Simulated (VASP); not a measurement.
# TaN (P-6m2) in VASP: notebook

TaN is run at these levels: PBE; tasks: single point, relaxation of cell and atoms.

Everything below comes from runs of VASP 6.6.1. Logs are shortened: lines on timing, memory, paths and dates and some standing lists are left out, and cuts for length are marked.

### Step 1. The cell of the first run

Symmetry: P-6m2, No. 187, hexagonal system. Conventional cell: a = 2.938 Å, b = 2.938 Å, c = 2.883 Å, α = 90.00°, β = 90.00°, γ = 120.00°. Within 3.0 Å of Ta (site symmetry -6m2) lie 6 N at 2.23 Å and 8 Ta at 2.88 to 2.94 Å. N (site symmetry -6m2) has 6 Ta at 2.23 Å and 8 N at 2.88 to 2.94 Å within 3.0 Å.

### Step 2. Single point, PBE

Input file INCAR:

```
SYSTEM = TaN
ALGO     = Normal         ! electronic algorithm
EDIFF    = 1E-7           ! SCF threshold, eV
ENCUT    = 520            ! plane-wave cutoff, eV
GGA      = PE             ! functional
ISIF     = 2              ! what is computed and relaxed
ISMEAR   = 0              ! smearing method
LASPH    = .True.         ! aspherical terms in the spheres
LCHARG   = .False.        ! write CHGCAR
LREAL    = .False.        ! projectors in reciprocal space
LWAVE    = .False.        ! write WAVECAR
NBANDS   = 15             ! bands
NELM     = 100            ! most SCF steps
PREC     = Accurate       ! precision mode
SIGMA    = 0.1            ! smearing width, eV
```

Input file KPOINTS:

```
k-points
0
Gamma
  6 6 6
  0 0 0
```

Input file POSCAR:

```
TaN
1.0
    2.9379987900      0.0000000000      0.0000000000
   -1.4689994000      2.5443815900      0.0000000000
    0.0000000000      0.0000000000      2.8829999000
Ta N
1 1
Direct
    0.3333333300      0.6666666700      0.5000000000
    0.0000000000      0.0000000000      0.0000000000
```

Potentials or basis: VASP PAW PBE potentials, release 64 (Ta_pv, N).

Command:

```
cat potpaw_PBE.64/Ta_pv/POTCAR potpaw_PBE.64/N/POTCAR > POTCAR
mpirun -np 1 vasp_std > vasp.out
```

OUTCAR:

```text
SYSTEM = TaN
   EDIFF = 1E-7
   ENCUT = 520
   GGA = PE
   ISIF = 2
   ISMEAR = 0
   LASPH = .True.
   LREAL = .False.
   NELM = 100
   PREC = Accurate

 ion  position               nearest neighbor table
   1  0.333  0.667  0.500-   2 2.23   2 2.23   2 2.23   2 2.23   2 2.23   2 2.23
   2  0.000  0.000  0.000-   1 2.23   1 2.23   1 2.23   1 2.23   1 2.23   1 2.23

  LATTYP: Found a hexagonal cell.
 ALAT       =     2.9379987900
 C/A-ratio  =     0.9812801523

  Lattice vectors:

 A1 = (   2.9379987900,   0.0000000000,   0.0000000000)
 A2 = (  -1.4689994000,   2.5443815900,   0.0000000000)
 A3 = (   0.0000000000,   0.0000000000,   2.8829999000)

Analysis of symmetry for initial positions (statically):
=====================================================================
 Subroutine PRICEL returns:
 Original cell was already a primitive cell.

 Routine SETGRP: Setting up the symmetry group for a
 hexagonal supercell.

 Subroutine GETGRP returns: Found 12 space group operations
 (whereof 12 operations were pure point group operations)
 out of a pool of 24 trial point group operations.

The static configuration has the point symmetry D_3h.

Analysis of symmetry for dynamics (positions and initial velocities):
=====================================================================
 Subroutine PRICEL returns:
 Original cell was already a primitive cell.

 Routine SETGRP: Setting up the symmetry group for a
 hexagonal supercell.

 Subroutine GETGRP returns: Found 12 space group operations
 (whereof 12 operations were pure point group operations)
 out of a pool of 24 trial point group operations.

The dynamic configuration has the point symmetry D_3h.

 Subroutine INISYM returns: Found 12 space group operations
 (whereof 12 operations are pure point group operations),
 and found     1 'primitive' translations

----------------------------------------------------------------------------------------

                                     Primitive cell

  volume of cell :      21.5515

  direct lattice vectors                    reciprocal lattice vectors
     2.937998790  0.000000000  0.000000000     0.340367737  0.196511405  0.000000000
    -1.468999400  2.544381590  0.000000000     0.000000000  0.393022809  0.000000000
     0.000000000  0.000000000  2.882999900     0.000000000  0.000000000  0.346860921

  length of vectors
     2.937998790  2.937998794  2.882999900     0.393022810  0.393022809  0.346860921

  position of ions in fractional coordinates (direct lattice)
     0.333333330  0.666666670  0.500000000
     0.000000000  0.000000000  0.000000000

  ion indices of the primitive-cell ions
   primitive index   ion index
                 1           1
                 2           2

----------------------------------------------------------------------------------------

 KPOINTS: k-points

Automatic generation of k-mesh.
 Grid dimensions read from file:
 generate k-points for:    6    6    6

 Generating k-lattice:

  Cartesian coordinates                     Fractional coordinates (reciprocal lattice)
     0.056727956  0.032751901  0.000000000     0.166666667 -0.000000000  0.000000000
     0.000000000  0.065503802  0.000000000     0.000000000  0.166666667  0.000000000
     0.000000000  0.000000000  0.057810153     0.000000000  0.000000000  0.166666667

  Length of vectors
     0.065503802  0.065503802  0.057810153

  Shift w.r.t. Gamma in fractional coordinates (k-lattice)
     0.000000000  0.000000000  0.000000000

 Subroutine IBZKPT returns following result:
 ===========================================

 Found     28 irreducible k-points:

 Following reciprocal coordinates:
            Coordinates               Weight
  0.000000  0.000000  0.000000      1.000000
  0.166667 -0.000000  0.000000      6.000000
  0.333333 -0.000000  0.000000      6.000000
  0.500000  0.000000  0.000000      3.000000
  0.166667  0.166667  0.000000      6.000000
  0.333333  0.166667  0.000000     12.000000
[... 16 lines left out ...]
  0.166667 -0.000000  0.500000      6.000000
  0.333333 -0.000000  0.500000      6.000000
 [... further k-points ...]
   k-points           NKPTS =     28   k-points in BZ     NKDIM =     28   number of bands    NBANDS=     15
   number of dos      NEDOS =    301   number of ions     NIONS =      2
   total plane-waves  NPLWV =  13824
   dimension x,y,z NGX =    24 NGY =   24 NGZ =   24
   dimension x,y,z NGXF=    48 NGYF=   48 NGZF=   48
   ions per type =               1   1
   NGX,Y,Z   is equivalent  to a cutoff of  13.58, 13.58, 13.84 a.u.
   NGXF,Y,Z  is equivalent  to a cutoff of  27.16, 27.16, 27.68 a.u.
 SYSTEM =  TaN
   PREC   = accura    normal or accurate (medium, high low for compatibility)
   ISTART =      0    job   : 0-new  1-cont  2-samecut
   ICHARG =      2    charge: 1-file 2-atom 10-const
   ISPIN  =      1    spin polarized calculation?
   LNONCOLLINEAR =      F non collinear calculations
   LSORBIT =      F    spin-orbit coupling
   LASPH  =      T    aspherical Exc in radial PAW
   ENCUT  =  520.0 eV  38.22 Ry    6.18 a.u.   5.46  5.46  5.36*2*pi/ulx,y,z
   NELM   =    100;   NELMIN=  2; NELMDL= -5     # of ELM steps
   EDIFF  = 0.1E-06   stopping-criterion for ELM
   LREAL  =      F    real-space projection
   EDIFFG = 0.1E-05   stopping-criterion for IOM
   NSW    =      0    number of steps for IOM
   IBRION =     -1    ionic relax: 0-MD 1-quasi-New 2-CG
   NFREE  =      0    steps in history (QN), initial steepest desc. (CG)
   ISIF   =      2    stress and relaxation
   ISYM   =      2    0-nonsym 1-usesym 2-fastsym
   POTIM  = 0.5000    time-step for ionic-motion
   TEBEG  =    0.0;   TEEND  =   0.0 temperature during run
   PSTRESS=    0.0 pullay stress
   NELECT =      16.0000    total number of electrons
   NUPDOWN=      -1.0000    fix difference up-down
   EMIN   =  10.00;   EMAX   =-10.00  energy-range for DOS
   EFERMI =   0.00;   METHOD = LEGACY
   ISMEAR =     0;   SIGMA  =   0.10  broadening in eV -4-tet -1-fermi 0-gaus
   EFERMI_NEDOS =   21; number of points for ismear=-14 and -15
   IALGO  =     38    algorithm
   IMIX   =      4    mixing-type and parameters
     AMIX     =   0.40;   BMIX     =  1.00
     AMIX_MAG =   1.60;   BMIX_MAG =  1.00
  volume/ion in A,a.u.               =      10.78        72.72
  Fermi-wavevector in a.u.,A,eV,Ry     =   1.482366  2.801265 29.897548  2.197408
  Thomas-Fermi vector in A             =   2.596161
   LORBIT       =      0    0 simple, 1 ext, 2 COOP (PROOUT), +10 PAW based schemes
   GGA     = PE    functional components
   LHFCALC =     F    Hartree Fock is set to
   AEXX    =    0.0000 exact exchange contribution
   IVDW    =     0    specifies the selected vdW correction
   LEPSILON=     F    determine dielectric tensor
   LRPA    =     F    only Hartree local field effects (RPA)
 non-spin polarized calculation
 Gauss-broadening in eV      SIGMA  =   0.10
  energy-cutoff  :      520.00
  volume of cell :       21.55
 maximum number of plane-waves:       599
 NGX is ok and might be reduce to    24
   NGX = 11   NGY = 11   NGZ = 11

 number of electron      16.0000001 magnetization

 Free energy of the ion-electron system (eV)
  ---------------------------------------------------
  ext. energy  EPLUGINS =         0.00000000
  ---------------------------------------------------
  free energy    TOTEN  =       -22.44143581 eV

  energy without entropy =      -22.44019708  energy(sigma->0) =      -22.44081644

 E-fermi :   8.4554     XC(G=0): -13.3459

 val. band max:        8.3806912099   @ k =   0.3333   0.3333   0.0000
 cond. band min:       8.4879887352   @ k =   0.0000   0.0000   0.3333
 fundamental gap:      0.1072975253
 Fermi energy:         8.4554378231

 k-point     1 :       0.0000    0.0000    0.0000
  band No.  band energies     occupation
      1     -26.5994      2.00000
      2     -26.3257      2.00000
      3     -26.3257      2.00000
      4      -9.5280      2.00000
      5       3.6906      2.00000
      6       3.6906      2.00000
      7       4.0446      2.00000
      8       5.3264      2.00000
      9      10.4637      0.00000
     10      11.8412      0.00000
     11      11.8412      0.00000
     12      12.2573      0.00000
     13      12.2573      0.00000
     14      21.3562      0.00000
     15      21.6705      0.00000

 k-point     2 :       0.1667   -0.0000    0.0000
  band No.  band energies     occupation
      1     -26.6001      2.00000
      2     -26.5641      2.00000
      3     -26.3849      2.00000
      4      -8.9894      2.00000
      5       2.3644      2.00000
      6       4.0872      2.00000
      7       4.6201      2.00000
      8       4.7024      2.00000
      9      10.8354      0.00000
     10      11.9769      0.00000
     11      11.9884      0.00000
     12      12.2350      0.00000
     13      12.8671      0.00000
     14      21.3228      0.00000
     15      21.6482      0.00000

 k-point     3 :       0.3333   -0.0000    0.0000
  band No.  band energies     occupation
      1     -27.1138      2.00000
      2     -26.5011      2.00000
      3     -26.4927      2.00000
      4      -7.8580      2.00000
      5       0.6480      2.00000
      6       3.5216      2.00000
      7       4.7865      2.00000
      8       5.1726      2.00000
      9      10.8003      0.00000
     10      11.4965      0.00000
     11      12.7598      0.00000
     12      13.4315      0.00000
     13      14.5210      0.00000
     14      21.5625      0.00000
     15      21.7724      0.00000
[... 343 lines left out ...]
 k-point    23 :       0.1667   -0.0000    0.5000
  band No.  band energies     occupation
      1     -27.4553      2.00000
      2     -26.4926      2.00000
      3     -26.2996      2.00000
      4      -7.0525      2.00000
      5      -0.3336      2.00000
      6       3.8677      2.00000
      7       3.8833      2.00000
      8       6.9738      2.00000
      9       9.1316      0.00000
     10      11.3079      0.00000
     11      11.9374      0.00000
     12      12.6371      0.00000
     13      18.2665      0.00000
     14      18.2929      0.00000
     15      21.6201      0.00000

 k-point    24 :       0.3333   -0.0000    0.5000
  band No.  band energies     occupation
      1     -27.3246      2.00000
      2     -26.9622      2.00000
      3     -26.4073      2.00000
      4      -7.3818      2.00000
      5       0.7548      2.00000
      6       2.6344      2.00000
      7       2.9493      2.00000
      8       6.8796      2.00000
      9      11.6449      0.00000
     10      11.8401      0.00000
     11      13.4311      0.00000
     12      14.4801      0.00000
     13      19.0133      0.00000
     14      20.6563      0.00000
     15      21.6184      0.00000

 [... further k-points ...]

------------------------ aborting loop because EDIFF is reached ----------------------------------------

  FORCE on cell =-STRESS in cart. coord.  units (eV):
  Direction    XX          YY          ZZ          XY          YZ          ZX
  --------------------------------------------------------------------------------------
  -------------------------------------------------------------------------------------
  Total        0.6756418      0.6756418      0.8329214     -0.0000000      0.0000000      0.0000000
  in kB       50.2283168     50.2283168     61.9207369     -0.0000001      0.0000000      0.0000000
  external PRESSURE =      54.1257902 kB  Pullay stress =       0.0000000 kB

 VOLUME and BASIS-vectors are now :
 -----------------------------------------------------------------------------
  energy-cutoff  :      520.00
  volume of cell :       21.55
      direct lattice vectors                 reciprocal lattice vectors
     2.937998790  0.000000000  0.000000000     0.340367737  0.196511405  0.000000000
    -1.468999400  2.544381590  0.000000000     0.000000000  0.393022809  0.000000000
     0.000000000  0.000000000  2.882999900     0.000000000  0.000000000  0.346860921

 POSITION                                       TOTAL-FORCE (eV/Angst)
 -----------------------------------------------------------------------------------
     -0.00000      1.69625      1.44150        -0.000000      0.000000      0.000000
      0.00000      0.00000      0.00000         0.000000     -0.000000      0.000000
 -----------------------------------------------------------------------------------
    total drift:                                0.000003     -0.000002     -0.000000

  FREE ENERGIE OF THE ION-ELECTRON SYSTEM (eV)
  ---------------------------------------------------
  free  energy   TOTEN  =       -22.4414358069 eV

  energy  without entropy=      -22.4401970777  energy(sigma->0) =      -22.44081644
```

It took 11 s on 1 thread of Intel Xeon 8259CL, shared host; peak memory 0.14 GiB.

Results:

```
Free energy            : -22.4414 eV
Pressure               : 5.4 GPa
Band gap on the k mesh : zero (bands 8 and 9 overlap by 0.31 eV)
```

Stress tensor (GPa, compression positive):
```
5.02 0.00 0.00
0.00 5.02 0.00
0.00 0.00 6.19
```

Caveat: the k points lie up to 0.41 Å⁻¹ apart; spin-orbit coupling is left out, which moves the levels of the heavy elements.

### Step 3. Single point, PBE

This run uses another cell than the first one, of 10.92 Å³/atom.

Input file INCAR:

```
  ALGO = Normal
  EDIFF = 1E-6
  ENCUT = 520
  GGA = PE
  ISIF = 2
  ISMEAR = 0
  LASPH = True
  LCHARG = False
  LREAL = False
  LWAVE = False
  NBANDS = 15
  NELM = 80
  PREC = Accurate
  SIGMA = 0.1
```

Input file KPOINTS:

```
k-points
0
Gamma
  6 6 6
```

Input file POSCAR:

```
TaN
1.0
    2.9502626678      0.0000000029      0.0000000000
   -1.4751313364      2.5550024167      0.0000000000
    0.0000000000      0.0000000000      2.8972025697
Ta N
1 1
Direct
    0.3333333333      0.6666666667      0.5000000000
    0.0000000000      0.0000000000      0.0000000000
```

Potentials or basis: VASP PAW PBE potentials, release 64 (Ta_pv, N).

Command:

```
cat potpaw_PBE.64/Ta_pv/POTCAR potpaw_PBE.64/N/POTCAR > POTCAR
mpirun -np 1 vasp_std > vasp.out
```

OUTCAR:

```text
EDIFF = 1E-6
   ENCUT = 520
   GGA = PE
   ISIF = 2
   ISMEAR = 0
   LASPH = True
   LREAL = False
   NELM = 80
   PREC = Accurate

 ion  position               nearest neighbor table
   1  0.333  0.667  0.500-   2 2.24   2 2.24   2 2.24   2 2.24   2 2.24   2 2.24
   2  0.000  0.000  0.000-   1 2.24   1 2.24   1 2.24   1 2.24   1 2.24   1 2.24

  LATTYP: Found a hexagonal cell.
 ALAT       =     2.9502626678
 C/A-ratio  =     0.9820151274

  Lattice vectors:

[... 619 lines left out ...]

------------------------ aborting loop because EDIFF is reached ----------------------------------------

  FORCE on cell =-STRESS in cart. coord.  units (eV):
  Direction    XX          YY          ZZ          XY          YZ          ZX
  --------------------------------------------------------------------------------------
  -------------------------------------------------------------------------------------
  Total        0.0911264      0.0911264      0.1133558      0.0000000     -0.0000000     -0.0000000
  in kB        6.6853452      6.6853452      8.3161693      0.0000000     -0.0000000     -0.0000000
  external PRESSURE =       7.2289532 kB  Pullay stress =       0.0000000 kB

 VOLUME and BASIS-vectors are now :
 -----------------------------------------------------------------------------
  energy-cutoff  :      520.00
  volume of cell :       21.84
      direct lattice vectors                 reciprocal lattice vectors
     2.950262668  0.000000003  0.000000000     0.338952870  0.195694531  0.000000000
    -1.475131336  2.555002417  0.000000000    -0.000000000  0.391389062  0.000000000
     0.000000000  0.000000000  2.897202570     0.000000000  0.000000000  0.345160539

 POSITION                                       TOTAL-FORCE (eV/Angst)
 -----------------------------------------------------------------------------------
     -0.00000      1.70333      1.44860         0.000000     -0.000000      0.000000
      0.00000      0.00000      0.00000        -0.000000      0.000000      0.000000
 -----------------------------------------------------------------------------------
    total drift:                                0.000000     -0.000000     -0.000000

  FREE ENERGIE OF THE ION-ELECTRON SYSTEM (eV)
  ---------------------------------------------------
  free  energy   TOTEN  =       -22.4471688786 eV

  energy  without entropy=      -22.4459234369  energy(sigma->0) =      -22.44654616
```

OSZICAR:

```text
N       E                     dE             d eps       ncg     rms          rms(c)
DAV:   1     0.899884335470E+02    0.89988E+02   -0.86603E+03   840   0.113E+03
DAV:   2    -0.218843221227E+02   -0.11187E+03   -0.10515E+03  1015   0.303E+02
DAV:   3    -0.249847250637E+02   -0.31004E+01   -0.30885E+01   945   0.464E+01
DAV:   4    -0.249974279800E+02   -0.12703E-01   -0.12698E-01  1113   0.327E+00
DAV:   5    -0.249975040531E+02   -0.76073E-04   -0.76072E-04   952   0.239E-01    0.229E+01
DAV:   6    -0.225396596569E+02    0.24578E+01   -0.40773E+00  1057   0.237E+01    0.957E+00
DAV:   7    -0.224761776089E+02    0.63482E-01   -0.59194E-01   931   0.618E+00    0.681E+00
DAV:   8    -0.224563372044E+02    0.19840E-01   -0.17471E-01  1008   0.353E+00    0.173E+00
DAV:   9    -0.224471735836E+02    0.91636E-02   -0.17493E-02   994   0.112E+00    0.183E-01
DAV:  10    -0.224472328384E+02   -0.59255E-04   -0.12151E-03  1022   0.376E-01    0.112E-01
DAV:  11    -0.224471692896E+02    0.63549E-04   -0.92407E-05   980   0.919E-02    0.167E-02
DAV:  12    -0.224471689446E+02    0.34498E-06   -0.10320E-05   938   0.286E-02    0.318E-03
DAV:  13    -0.224471688786E+02    0.66017E-07   -0.11361E-07   490   0.330E-03
   1 F= -.22447169E+02 E0= -.22446546E+02  d E =-.124544E-02
```

It took 9.9 s on 1 thread of Intel Xeon 8259CL, shared host; peak memory 0.14 GiB.

Results:

- Free energy: -22.4472 eV
- Pressure: 0.7 GPa
- Band gap on the k mesh: zero (bands 8 and 9 overlap by 0.31 eV)

Stress tensor (GPa, compression positive):
```
0.67 0.00 0.00
0.00 0.67 0.00
0.00 0.00 0.83
```

Caveat: the k points lie up to 0.41 Å⁻¹ apart; spin-orbit coupling is left out, which moves the levels of the heavy elements.

[end of part 1 of 2]

The gap in the log of VASP goes by the Fermi energy; the results here count the filled bands.